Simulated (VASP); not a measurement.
# Cu (P-1) in VASP: single point with PBEsol

Aim: the single point of Cu with PBEsol.

Program: VASP 6.6.1. These are calculated values, not measurements. Logs are shortened: lines on timing, memory, paths and dates and some standing lists are left out, and cuts for length are marked.

**1. The cell of the first run**

The typed cell holds 2 atoms: a = 4.142 Å, b = 4.142 Å, c = 2.468 Å, α = 90.00°, β = 90.00°, γ = 145.89°.

**2. Single point, PBEsol (atoms moved at random)**

File INCAR:

```
PREC = Accurate
ENCUT = 520
EDIFF = 1E-6
ISMEAR = 0
SIGMA = 0.15
LREAL = F
LASPH = T
NELM = 80
ALGO = Fast
ISIF = 2
LWAVE = F
LCHARG = F
GGA = PS
NBANDS = 18
```

File KPOINTS:

```
Automatic mesh
0
Gamma
  14 14 14
```

File POSCAR:

```
Cu
1.0
    1.2147975457     -3.9598457492      0.0000000000
    1.2147975457      3.9598457492      0.0000000000
    0.0000000000      0.0000000000      2.4677050578
Cu
2
Direct
    0.1944943898      0.9435084010      0.2819427089
    0.8055056102      0.0564915990      0.7180572911
```

Potentials or basis: VASP PAW PBE potentials, release 64 (Cu).

On the command line:

```
cat potpaw_PBE.64/Cu/POTCAR > POTCAR
mpirun -np 1 vasp_std > vasp.out
```

OUTCAR:

```text
PREC = Accurate
   ENCUT = 520
   EDIFF = 1E-6
   ISMEAR = 0
   LREAL = F
   LASPH = T
   NELM = 80
   ISIF = 2
   GGA = PS

 ion  position               nearest neighbor table
   1  0.194  0.944  0.282-   2 2.29   2 2.41   2 2.45   2 2.57   2 2.73
   2  0.806  0.056  0.718-   1 2.29   1 2.41   1 2.45   1 2.57   1 2.73

  LATTYP: Found a base centered orthorhombic cell.
 ALAT       =     2.4295950914
 B/A-ratio  =     3.2596754605
 C/A-ratio  =     1.0156857274

  Lattice vectors:

 A1 = (   1.2147975457,  -3.9598457492,   0.0000000000)
 A2 = (   1.2147975457,   3.9598457492,   0.0000000000)
 A3 = (   0.0000000000,   0.0000000000,   2.4677050578)

Analysis of symmetry for initial positions (statically):
=====================================================================
 Subroutine PRICEL returns:
 Original cell was already a primitive cell.

 Routine SETGRP: Setting up the symmetry group for a
 base centered orthorhombic supercell.

 Subroutine GETGRP returns: Found  2 space group operations
 (whereof  2 operations were pure point group operations)
 out of a pool of  8 trial point group operations.

The static configuration has the point symmetry S_2 .

Analysis of symmetry for dynamics (positions and initial velocities):
=====================================================================
 Subroutine PRICEL returns:
 Original cell was already a primitive cell.

 Routine SETGRP: Setting up the symmetry group for a
 base centered orthorhombic supercell.

 Subroutine GETGRP returns: Found  2 space group operations
 (whereof  2 operations were pure point group operations)
 out of a pool of  8 trial point group operations.

The dynamic configuration has the point symmetry S_2 .

 Subroutine INISYM returns: Found  2 space group operations
 (whereof  2 operations are pure point group operations),
 and found     1 'primitive' translations

----------------------------------------------------------------------------------------

                                     Primitive cell

  volume of cell :      23.7414

  direct lattice vectors                    reciprocal lattice vectors
     1.214797546 -3.959845749  0.000000000     0.411591217 -0.126267545  0.000000000
     1.214797546  3.959845749  0.000000000     0.411591217  0.126267545  0.000000000
[... 82 lines left out ...]
   LASPH  =      T    aspherical Exc in radial PAW
   ENCUT  =  520.0 eV  38.22 Ry    6.18 a.u.   7.70  7.70  4.59*2*pi/ulx,y,z
   NELM   =     80;   NELMIN=  2; NELMDL= -5     # of ELM steps
   EDIFF  = 0.1E-05   stopping-criterion for ELM
   LREAL  =      F    real-space projection
   EDIFFG = 0.1E-04   stopping-criterion for IOM
   NSW    =      0    number of steps for IOM
   IBRION =     -1    ionic relax: 0-MD 1-quasi-New 2-CG
   NFREE  =      0    steps in history (QN), initial steepest desc. (CG)
   ISIF   =      2    stress and relaxation
   ISYM   =      2    0-nonsym 1-usesym 2-fastsym
   POTIM  = 0.5000    time-step for ionic-motion
   TEBEG  =    0.0;   TEEND  =   0.0 temperature during run
   PSTRESS=    0.0 pullay stress
   NELECT =      22.0000    total number of electrons
   NUPDOWN=      -1.0000    fix difference up-down
   EMIN   =  10.00;   EMAX   =-10.00  energy-range for DOS
   EFERMI =   0.00;   METHOD = LEGACY
   ISMEAR =     0;   SIGMA  =   0.15  broadening in eV -4-tet -1-fermi 0-gaus
   EFERMI_NEDOS =   21; number of points for ismear=-14 and -15
   IALGO  =     68    algorithm
   IMIX   =      4    mixing-type and parameters
     AMIX     =   0.40;   BMIX     =  1.00
     AMIX_MAG =   1.60;   BMIX_MAG =  1.00
  volume/ion in A,a.u.               =      11.87        80.11
  Fermi-wavevector in a.u.,A,eV,Ry     =   1.596053  3.016102 34.659270  2.547384
  Thomas-Fermi vector in A             =   2.693875
   LORBIT       =      0    0 simple, 1 ext, 2 COOP (PROOUT), +10 PAW based schemes
   GGA     = PS    functional components
   LHFCALC =     F    Hartree Fock is set to
   AEXX    =    0.0000 exact exchange contribution
   IVDW    =     0    specifies the selected vdW correction
   LEPSILON=     F    determine dielectric tensor
   LRPA    =     F    only Hartree local field effects (RPA)
 non-spin polarized calculation
 RMM-DIIS sequential band-by-band and
 Gauss-broadening in eV      SIGMA  =   0.15
  energy-cutoff  :      520.00
  volume of cell :       23.74
 maximum number of plane-waves:       662
   NGX = 15   NGY = 15   NGZ =  9

 number of electron      21.9999999 magnetization

 Free energy of the ion-electron system (eV)
  ---------------------------------------------------
  ext. energy  EPLUGINS =         0.00000000
  ---------------------------------------------------
  free energy    TOTEN  =        -8.19240191 eV

  energy without entropy =       -8.18600829  energy(sigma->0) =       -8.18920510

 E-fermi :   7.3290     XC(G=0): -12.8444

 val. band max:        7.3274019073   @ k =   0.1429  -0.0714   0.0714
 cond. band min:       7.3329896760   @ k =  -0.3571   0.2143   0.2143
 fundamental gap:      0.0055877687
 Fermi energy:         7.3290325360

 k-point     1 :       0.0000    0.0000    0.0000
  band No.  band energies     occupation
      1      -1.9953      2.00000
      2       2.3201      2.00000
      3       3.1473      2.00000
      4       3.3406      2.00000
      5       4.2132      2.00000
      6       4.4797      2.00000
[... 481 lines left out ...]
      5       4.3297      2.00000
      6       4.4600      2.00000
[... 10 lines left out ...]
     17      28.0848      0.00000
     18      29.1310      0.00000

 [... further k-points ...]

------------------------ aborting loop because EDIFF is reached ----------------------------------------

  FORCE on cell =-STRESS in cart. coord.  units (eV):
  Direction    XX          YY          ZZ          XY          YZ          ZX
  --------------------------------------------------------------------------------------
  -------------------------------------------------------------------------------------
  Total       -0.4229692      0.8073729      0.1118272     -1.2536705      0.2369068     -0.0007899
  in kB      -28.5439374     54.4853001      7.5466251    -84.6035449     15.9875807     -0.0533052
  external PRESSURE =      11.1626626 kB  Pullay stress =       0.0000000 kB

 VOLUME and BASIS-vectors are now :
 -----------------------------------------------------------------------------
  energy-cutoff  :      520.00
  volume of cell :       23.74
      direct lattice vectors                 reciprocal lattice vectors
     1.214797546 -3.959845749  0.000000000     0.411591217 -0.126267545  0.000000000
     1.214797546  3.959845749  0.000000000     0.411591217  0.126267545  0.000000000
     0.000000000  0.000000000  2.467705058     0.000000000  0.000000000  0.405234814

 POSITION                                       TOTAL-FORCE (eV/Angst)
 -----------------------------------------------------------------------------------
      1.38244      2.96598      0.69575         0.000415     -0.743299     -0.510517
      1.04715     -2.96598      1.77195        -0.000415      0.743299      0.510517
 -----------------------------------------------------------------------------------
    total drift:                               -0.000000     -0.000000      0.000000

  FREE ENERGIE OF THE ION-ELECTRON SYSTEM (eV)
  ---------------------------------------------------
  free  energy   TOTEN  =        -8.1924019118 eV

  energy  without entropy=       -8.1860082897  energy(sigma->0) =       -8.18920510
```

OSZICAR:

```text
N       E                     dE             d eps       ncg     rms          rms(c)
DAV:   1     0.121006864860E+03    0.12101E+03   -0.10482E+04 53368   0.217E+03
DAV:   2    -0.407995288003E+01   -0.12509E+03   -0.11853E+03 49630   0.287E+02
DAV:   3    -0.101966331294E+02   -0.61167E+01   -0.59035E+01 55472   0.860E+01
DAV:   4    -0.102614560280E+02   -0.64823E-01   -0.64778E-01 58124   0.954E+00
DAV:   5    -0.102623397306E+02   -0.88370E-03   -0.88367E-03 60318   0.971E-01    0.117E+01
RMM:   6    -0.899693783690E+01    0.12654E+01   -0.12293E+01 57723   0.622E+01    0.664E+00
RMM:   7    -0.821238032261E+01    0.78456E+00   -0.22120E+00 57066   0.277E+01    0.137E+00
RMM:   8    -0.819329950723E+01    0.19081E-01   -0.59823E-02 60386   0.252E+00    0.212E-01
RMM:   9    -0.819215513053E+01    0.11444E-02   -0.11218E-02 61078   0.182E+00    0.354E-02
RMM:  10    -0.819238271114E+01   -0.22758E-03   -0.24080E-03 61021   0.584E-01    0.610E-02
RMM:  11    -0.819238553322E+01   -0.28221E-05   -0.49009E-04 67069   0.221E-01    0.574E-03
RMM:  12    -0.819239910696E+01   -0.13574E-04   -0.12154E-04 62786   0.113E-01    0.568E-03
RMM:  13    -0.819240129836E+01   -0.21914E-05   -0.21062E-05 53516   0.434E-02    0.593E-03
RMM:  14    -0.819240191179E+01   -0.61343E-06   -0.90266E-06 56477   0.507E-02
   1 F= -.81924019E+01 E0= -.81892051E+01  d E =-.639362E-02
```

It took 10 min on 1 thread of Intel Xeon Platinum 8259CL at 2.50GHz (Skylake/Cascade Lake), shared host; peak memory 0.56 GiB.

What came out:

```yaml
Free_energy: -8.1924 eV
Pressure: 1.1 GPa
Largest_force: 0.902 eV/Å
Band_gap_on_the_k_mesh: zero (bands 11 and 12 overlap by 5.97 eV)
```

Forces on the atoms (eV/Å):
```
Cu   0.000 -0.743 -0.511
Cu   0.000  0.743  0.511
```

Caveat: the cell differs from its parent crystal (atoms moved at random); the PAW data sets were made with another functional, which shifts forces and pressure a little.
